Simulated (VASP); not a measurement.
# EuFe (Pm-3m) in VASP: a series of runs

Runs on EuFe. Level: PBEsol. Tasks: single point.

Program: VASP 6.6.1. These are calculated values, not measurements. Logs are shortened: lines on timing, memory, paths and dates and some standing lists are left out, and cuts for length are marked.

**1. The cell of the first run**

The structure is cubic, space group Pm-3m (No. 221). Conventional cell: a = 3.352 Å, b = 3.352 Å, c = 3.352 Å, α = 90.00°, β = 90.00°, γ = 90.00°. Eu (site symmetry m-3m) has 8 Fe at 2.90 Å and 6 Eu at 3.35 Å within 3.8 Å. Fe (site symmetry m-3m) has 8 Eu at 2.90 Å and 6 Fe at 3.35 Å within 3.8 Å.

**2. Single point, PBEsol, collinear spin, ferrimagnetic start (volume scaled by 0.960)**

Contents of INCAR:

```
SYSTEM = EuFe
ALGO     = Normal         ! electronic algorithm
EDIFF    = 1E-7           ! SCF threshold, eV
ENCUT    = 520            ! plane-wave cutoff, eV
GGA      = PS             ! functional
ISIF     = 2              ! what is computed and relaxed
ISMEAR   = 0              ! smearing method
ISPIN    = 2              ! spin polarisation
LASPH    = .True.         ! aspherical terms in the spheres
LCHARG   = .True.         ! write CHGCAR
LELF     = .True.         ! ELF
LMAXMIX  = 6              ! l up to which the mixer works
LORBIT   = 11             ! projections on sites
LREAL    = .False.        ! projectors in reciprocal space
LVHAR    = .True.       
LWAVE    = .False.        ! write WAVECAR
MAGMOM   = 7.32 -2.62     ! initial moments
NBANDS   = 24             ! bands
NELM     = 150            ! most SCF steps
PREC     = Accurate       ! precision mode
SIGMA    = 0.05           ! smearing width, eV
```

Contents of KPOINTS:

```
k-points
0
Gamma
  8 8 8
  0 0 0
```

Contents of POSCAR:

```
EuFe
1.0
    3.3515138311      0.0000000000      0.0000000000
    0.0000000000      3.3515138311      0.0000000000
    0.0000000000      0.0000000000      3.3515138311
Eu Fe
1 1
Direct
    0.0000000000      0.0000000000      0.0000000000
    0.5000000000      0.5000000000      0.5000000000
```

Potentials or basis: VASP PAW PBE potentials, release 64 (Eu, Fe).

Run with:

```console
$ cat potpaw_PBE.64/Eu/POTCAR potpaw_PBE.64/Fe/POTCAR > POTCAR
$ mpirun -np 1 vasp_std > vasp.out
```

OUTCAR:

```text
SYSTEM = EuFe
   EDIFF = 1E-7
   ENCUT = 520
   GGA = PS
   ISIF = 2
   ISMEAR = 0
   ISPIN = 2
   LASPH = .True.
   LORBIT = 11
   LREAL = .False.
   NELM = 150
   PREC = Accurate

 ion  position               nearest neighbor table
   1  0.000  0.000  0.000-   2 2.90   2 2.90   2 2.90   2 2.90   2 2.90   2 2.90   2 2.90   2 2.90

   2  0.500  0.500  0.500-   1 2.90   1 2.90   1 2.90   1 2.90   1 2.90   1 2.90   1 2.90   1 2.90

  LATTYP: Found a simple cubic cell.
 ALAT       =     3.3515138311

  Lattice vectors:

 A1 = (   3.3515138311,   0.0000000000,   0.0000000000)
 A2 = (   0.0000000000,   3.3515138311,   0.0000000000)
 A3 = (   0.0000000000,   0.0000000000,   3.3515138311)

Analysis of symmetry for initial positions (statically):
=====================================================================
 Subroutine PRICEL returns:
 Original cell was already a primitive cell.

 Routine SETGRP: Setting up the symmetry group for a
 simple cubic supercell.

 Subroutine GETGRP returns: Found 48 space group operations
 (whereof 48 operations were pure point group operations)
 out of a pool of 48 trial point group operations.

The static configuration has the point symmetry O_h .

Analysis of symmetry for dynamics (positions and initial velocities):
=====================================================================
 Subroutine PRICEL returns:
 Original cell was already a primitive cell.

 Routine SETGRP: Setting up the symmetry group for a
 simple cubic supercell.

 Subroutine GETGRP returns: Found 48 space group operations
 (whereof 48 operations were pure point group operations)
 out of a pool of 48 trial point group operations.

The dynamic configuration has the point symmetry O_h .

Analysis of structural, dynamic, and magnetic symmetry:
=====================================================================
 Subroutine PRICEL returns:
 Original cell was already a primitive cell.

 Routine SETGRP: Setting up the symmetry group for a
 simple cubic supercell.

 Subroutine GETGRP returns: Found 48 space group operations
 (whereof 48 operations were pure point group operations)
 out of a pool of 48 trial point group operations.

The overall configuration has the point symmetry O_h .

 Subroutine INISYM returns: Found 48 space group operations
 (whereof 48 operations are pure point group operations),
 and found     1 'primitive' translations

----------------------------------------------------------------------------------------

                                     Primitive cell

  volume of cell :      37.6464

  direct lattice vectors                    reciprocal lattice vectors
     3.351513831  0.000000000  0.000000000     0.298372631  0.000000000  0.000000000
     0.000000000  3.351513831  0.000000000     0.000000000  0.298372631  0.000000000
     0.000000000  0.000000000  3.351513831     0.000000000  0.000000000  0.298372631

  length of vectors
     3.351513831  3.351513831  3.351513831     0.298372631  0.298372631  0.298372631

  position of ions in fractional coordinates (direct lattice)
     0.000000000  0.000000000  0.000000000
     0.500000000  0.500000000  0.500000000

  ion indices of the primitive-cell ions
   primitive index   ion index
                 1           1
                 2           2

----------------------------------------------------------------------------------------

 KPOINTS: k-points

Automatic generation of k-mesh.
 Grid dimensions read from file:
 generate k-points for:    8    8    8

 Generating k-lattice:

  Cartesian coordinates                     Fractional coordinates (reciprocal lattice)
     0.037296579  0.000000000  0.000000000     0.125000000  0.000000000  0.000000000
     0.000000000  0.037296579  0.000000000     0.000000000  0.125000000  0.000000000
     0.000000000  0.000000000  0.037296579     0.000000000  0.000000000  0.125000000

  Length of vectors
     0.037296579  0.037296579  0.037296579

  Shift w.r.t. Gamma in fractional coordinates (k-lattice)
     0.000000000  0.000000000  0.000000000

 Subroutine IBZKPT returns following result:
 ===========================================

 Found     35 irreducible k-points:

 Following reciprocal coordinates:
            Coordinates               Weight
  0.000000  0.000000  0.000000      1.000000
  0.125000  0.000000  0.000000      6.000000
  0.250000  0.000000  0.000000      6.000000
  0.375000  0.000000  0.000000      6.000000
  0.500000  0.000000  0.000000      3.000000
  0.125000  0.125000  0.000000     12.000000
[... 16 lines left out ...]
  0.375000  0.375000  0.125000     24.000000
  0.500000  0.375000  0.125000     24.000000
 [... further k-points ...]
   k-points           NKPTS =     35   k-points in BZ     NKDIM =     35   number of bands    NBANDS=     24
   number of dos      NEDOS =    301   number of ions     NIONS =      2
   total plane-waves  NPLWV =  21952
   dimension x,y,z NGX =    28 NGY =   28 NGZ =   28
   dimension x,y,z NGXF=    56 NGYF=   56 NGZF=   56
   ions per type =               1   1
   NGX,Y,Z   is equivalent  to a cutoff of  13.89, 13.89, 13.89 a.u.
   NGXF,Y,Z  is equivalent  to a cutoff of  27.78, 27.78, 27.78 a.u.
 SYSTEM =  EuFe
   PREC   = accura    normal or accurate (medium, high low for compatibility)
   ISTART =      0    job   : 0-new  1-cont  2-samecut
   ICHARG =      2    charge: 1-file 2-atom 10-const
   ISPIN  =      2    spin polarized calculation?
   LNONCOLLINEAR =      F non collinear calculations
   LSORBIT =      F    spin-orbit coupling
   LASPH  =      T    aspherical Exc in radial PAW
   ENCUT  =  520.0 eV  38.22 Ry    6.18 a.u.   6.23  6.23  6.23*2*pi/ulx,y,z
   NELM   =    150;   NELMIN=  2; NELMDL= -5     # of ELM steps
   EDIFF  = 0.1E-06   stopping-criterion for ELM
   LREAL  =      F    real-space projection
   EDIFFG = 0.1E-05   stopping-criterion for IOM
   NSW    =      0    number of steps for IOM
   IBRION =     -1    ionic relax: 0-MD 1-quasi-New 2-CG
   NFREE  =      0    steps in history (QN), initial steepest desc. (CG)
   ISIF   =      2    stress and relaxation
   ISYM   =      2    0-nonsym 1-usesym 2-fastsym
   POTIM  = 0.5000    time-step for ionic-motion
   TEBEG  =    0.0;   TEEND  =   0.0 temperature during run
   PSTRESS=    0.0 pullay stress
   NELECT =      25.0000    total number of electrons
   NUPDOWN=      -1.0000    fix difference up-down
   EMIN   =  10.00;   EMAX   =-10.00  energy-range for DOS
   EFERMI =   0.00;   METHOD = LEGACY
   ISMEAR =     0;   SIGMA  =   0.05  broadening in eV -4-tet -1-fermi 0-gaus
   EFERMI_NEDOS =   21; number of points for ismear=-14 and -15
   IALGO  =     38    algorithm
   IMIX   =      4    mixing-type and parameters
     AMIX     =   0.40;   BMIX     =  1.00
     AMIX_MAG =   1.60;   BMIX_MAG =  1.00
  volume/ion in A,a.u.               =      18.82       127.03
  Fermi-wavevector in a.u.,A,eV,Ry     =   1.428282  2.699061 27.755723  2.039988
  Thomas-Fermi vector in A             =   2.548360
   LORBIT       =     11    0 simple, 1 ext, 2 COOP (PROOUT), +10 PAW based schemes
   GGA     = PS    functional components
   LHFCALC =     F    Hartree Fock is set to
   AEXX    =    0.0000 exact exchange contribution
   IVDW    =     0    specifies the selected vdW correction
   LEPSILON=     F    determine dielectric tensor
   LRPA    =     F    only Hartree local field effects (RPA)
 spin polarized calculation
 Gauss-broadening in eV      SIGMA  =   0.05
  energy-cutoff  :      520.00
  volume of cell :       37.65
 maximum number of plane-waves:      1064
 NGX is ok and might be reduce to    28
   NGX = 13   NGY = 13   NGZ = 13

 number of electron      24.9999997 magnetization       4.7458804

 Free energy of the ion-electron system (eV)
  ---------------------------------------------------
  ext. energy  EPLUGINS =         0.00000000
  ---------------------------------------------------
  free energy    TOTEN  =       -19.84620409 eV

  energy without entropy =      -19.84148111  energy(sigma->0) =      -19.84384260

 E-fermi :   4.3361     XC(G=0): -11.8256

 val. band max:        4.3313520390   @ k =   0.3750   0.2500   0.0000
 cond. band min:       4.3402248917   @ k =   0.5000   0.5000   0.3750
 fundamental gap:      0.0088728527
 Fermi energy:         4.3361259557

 spin component 1

 k-point     1 :       0.0000    0.0000    0.0000
  band No.  band energies     occupation
      1     -36.8167      1.00000
      2     -15.1132      1.00000
      3     -15.1132      1.00000
      4     -15.1132      1.00000
      5      -1.5077      1.00000
      6       1.9144      1.00000
[... 16 lines left out ...]
     23      12.8348      0.00000
     24      12.8348      0.00000
[... 598 lines left out ...]
      2     -15.9702      1.00000
      3     -15.8166      1.00000
      4     -15.0829      1.00000
      5       1.1267      1.00000
      6       2.6125      1.00000
[... 16 lines left out ...]
     23      13.0961      0.00000
     24      14.5022      0.00000

 [... further k-points ...]

 spin component 2

 k-point     1 :       0.0000    0.0000    0.0000
  band No.  band energies     occupation
      1     -33.8276      1.00000
      2     -12.8244      1.00000
      3     -12.8244      1.00000
      4     -12.8244      1.00000
      5      -1.0859      1.00000
      6       1.0303      1.00000
[... 16 lines left out ...]
     23      13.4318      0.00000
     24      13.4318      0.00000
[... 598 lines left out ...]
      2     -13.8139      1.00000
      3     -13.6343      1.00000
      4     -12.7818      1.00000
      5       0.8911      1.00000
      6       1.6635      1.00000
[... 16 lines left out ...]
     23      14.5369      0.00000
     24      14.6182      0.00000

 [... further k-points ...]
[... 5 lines left out ...]
  --------------------------------------------------------------------------------------
  -------------------------------------------------------------------------------------
  Total        0.6047437      0.6047437      0.6047437      0.0000000     -0.0000000      0.0000000
  in kB       25.7370576     25.7370576     25.7370576      0.0000000     -0.0000000      0.0000000
  external PRESSURE =      25.7370576 kB  Pullay stress =       0.0000000 kB

 VOLUME and BASIS-vectors are now :
 -----------------------------------------------------------------------------
  energy-cutoff  :      520.00
  volume of cell :       37.65
      direct lattice vectors                 reciprocal lattice vectors
     3.351513831  0.000000000  0.000000000     0.298372631  0.000000000  0.000000000
     0.000000000  3.351513831  0.000000000     0.000000000  0.298372631  0.000000000
     0.000000000  0.000000000  3.351513831     0.000000000  0.000000000  0.298372631

 POSITION                                       TOTAL-FORCE (eV/Angst)
 -----------------------------------------------------------------------------------
      0.00000      0.00000      0.00000         0.000000      0.000000      0.000000
      1.67576      1.67576      1.67576         0.000000      0.000000      0.000000
 -----------------------------------------------------------------------------------
    total drift:                                0.000000      0.000000      0.000000

  FREE ENERGIE OF THE ION-ELECTRON SYSTEM (eV)
  ---------------------------------------------------
  free  energy   TOTEN  =       -19.8462040857 eV

  energy  without entropy=      -19.8414811100  energy(sigma->0) =      -19.84384260

 total charge

# of ion       s       p       d       f       tot
--------------------------------------------------
    1        2.090   5.665   0.704   6.402  14.861
    2        0.537   0.239   6.271   0.000   7.047
--------------------------------------------------
tot          2.627   5.904   6.974   6.402  21.908

 magnetization (x)

# of ion       s       p       d       f       tot
--------------------------------------------------
    1        0.017  -0.073   0.274   6.338   6.558
    2       -0.056   0.059  -2.330   0.000  -2.327
--------------------------------------------------
tot         -0.038  -0.014  -2.055   6.338   4.231
```

Run time: 4.5 min. Hardware: 1 thread of Oxide Virtual Turin-like, shared host; peak memory 0.18 GiB.

Results:

| Item | Value |
| --- | --- |
| Free energy | -19.8462 eV |
| Pressure | 2.6 GPa |
| Net moment | 4.75 μB per cell |
| Site moments | Eu +6.56; Fe -2.33 μB |
| Valence electrons inside the program's atomic spheres | Eu 14.86; Fe 7.05 |

Levels at points of the mesh, in eV from the Fermi level:
Spin up:
```csv
k point,band 12,band 13,band 14,band 15,band 16,band 17,band 18,band 19
"(0.00, 0.00, 0.00)",-0.67,-0.67,-0.59,0.08,0.08,0.08,2.53,2.53
"(0.50, 0.00, 0.00)",-0.52,-0.52,0.15,0.46,0.46,0.47,0.72,1.46
"(0.50, 0.50, 0.00)",-0.67,-0.67,-0.52,-0.50,0.96,1.13,2.54,2.54
"(0.50, 0.50, 0.50)",-0.55,-0.55,-0.55,-0.18,-0.18,-0.18,0.99,0.99
```
Spin down:
```
           k point  band 7  band 8  band 9  band 10  band 11  band 12  band 13  band 14
(0.00, 0.00, 0.00)   -3.31   -1.84   -1.84    -1.84     2.32     2.32     3.80     3.80
(0.50, 0.00, 0.00)   -1.88   -1.86   -1.86    -1.75    -0.16     1.75     3.38     3.38
(0.50, 0.50, 0.00)   -2.35   -2.35   -1.50    -0.71     2.37     2.37     3.11     3.71
(0.50, 0.50, 0.50)   -1.94   -1.48   -1.48    -1.03    -1.03    -1.03     2.14     3.91
```

Caveat: the PAW data sets were made with another functional, which shifts forces and pressure a little; spin-orbit coupling is left out, which moves the levels of the heavy elements; without U or exact exchange the open f shell lies at the Fermi level, which spoils levels, moments and volumes. The state reached can hang on the start; a lower one may exist.

**3. Single point, PBEsol, collinear spin, ferrimagnetic start (volume scaled by 0.980)**

Contents of INCAR:

```
PREC     = Accurate       # precision mode
ENCUT    = 520            # plane-wave cutoff, eV
EDIFF    = 1E-6           # SCF threshold, eV
ISMEAR   = 0              # smearing method
SIGMA    = 0.05           # smearing width, eV
LREAL    = False          # projectors in reciprocal space
LASPH    = True           # aspherical terms in the spheres
NELM     = 150            # most SCF steps
ALGO     = Normal         # electronic algorithm
ISIF     = 2              # what is computed and relaxed
LWAVE    = False          # write WAVECAR
LCHARG   = False          # write CHGCAR
ISPIN    = 2              # spin polarisation
MAGMOM   = 7.34 -2.66     # initial moments
LORBIT   = 11             # projections on sites
LMAXMIX  = 6              # l up to which the mixer works
GGA      = PS             # functional
NBANDS   = 24             # bands
```

Contents of KPOINTS:

```
regular mesh
0
Gamma
  8 8 8
```

Contents of POSCAR:

```
EuFe
1.0
    3.3746284500      0.0000000000      0.0000000000
    0.0000000000      3.3746284500      0.0000000000
    0.0000000000      0.0000000000      3.3746284500
Eu Fe
1 1
Direct
    0.0000000000      0.0000000000      0.0000000000
    0.5000000000      0.5000000000      0.5000000000
```

Potentials or basis: VASP PAW PBE potentials, release 64 (Eu, Fe).

Run with:

```console
$ cat potpaw_PBE.64/Eu/POTCAR potpaw_PBE.64/Fe/POTCAR > POTCAR
$ mpirun -np 1 vasp_std > vasp.out
```

Run time: 3.8 min. Hardware: 1 thread of Oxide Virtual Turin-like, shared host; peak memory 0.19 GiB.

It converged, with:

```
Free energy                                           : -19.8554 eV
Pressure                                              : 1.2 GPa
Net moment                                            : 4.75 μB per cell
Site moments                                          : Eu +6.57; Fe -2.36 μB
Valence electrons inside the program's atomic spheres : Eu 14.84; Fe 7.02
```

Levels at points of the mesh, in eV from the Fermi level:
Spin up:
| k point | band 11 | band 12 | band 13 | band 14 | band 15 | band 16 | band 17 | band 18 | band 19 | band 20 |
| --- | --- | --- | --- | --- | --- | --- | --- | --- | --- | --- |
| (0.00, 0.00, 0.00) | -0.67 | -0.67 | -0.67 | -0.59 | 0.10 | 0.10 | 0.10 | 2.50 | 2.50 | 6.91 |
| (0.50, 0.00, 0.00) | -0.80 | -0.52 | -0.52 | 0.15 | 0.45 | 0.45 | 0.50 | 0.71 | 1.42 | 2.52 |
| (0.50, 0.50, 0.00) | -0.71 | -0.66 | -0.66 | -0.52 | -0.49 | 0.95 | 1.11 | 2.42 | 2.42 | 3.00 |
| (0.50, 0.50, 0.50) | -0.69 | -0.54 | -0.54 | -0.54 | -0.18 | -0.18 | -0.18 | 0.98 | 0.98 | 4.70 |
Spin down:
```tsv
k point	band 6	band 7	band 8	band 9	band 10	band 11	band 12	band 13	band 14	band 15
(0.00, 0.00, 0.00)	-3.26	-3.26	-1.85	-1.85	-1.85	2.30	2.30	3.81	3.81	3.81
(0.50, 0.00, 0.00)	-2.36	-1.88	-1.88	-1.87	-1.77	-0.24	1.79	3.36	3.36	3.77
(0.50, 0.50, 0.00)	-2.89	-2.34	-2.34	-1.54	-0.75	2.32	2.32	3.05	3.73	3.86
(0.50, 0.50, 0.50)	-1.97	-1.97	-1.52	-1.52	-0.98	-0.98	-0.98	2.12	3.93	3.93
```

Caveat: the PAW data sets were made with another functional, which shifts forces and pressure a little; spin-orbit coupling is left out, which moves the levels of the heavy elements; without U or exact exchange the open f shell lies at the Fermi level, which spoils levels, moments and volumes.

(Continued in part 2 of 2.)
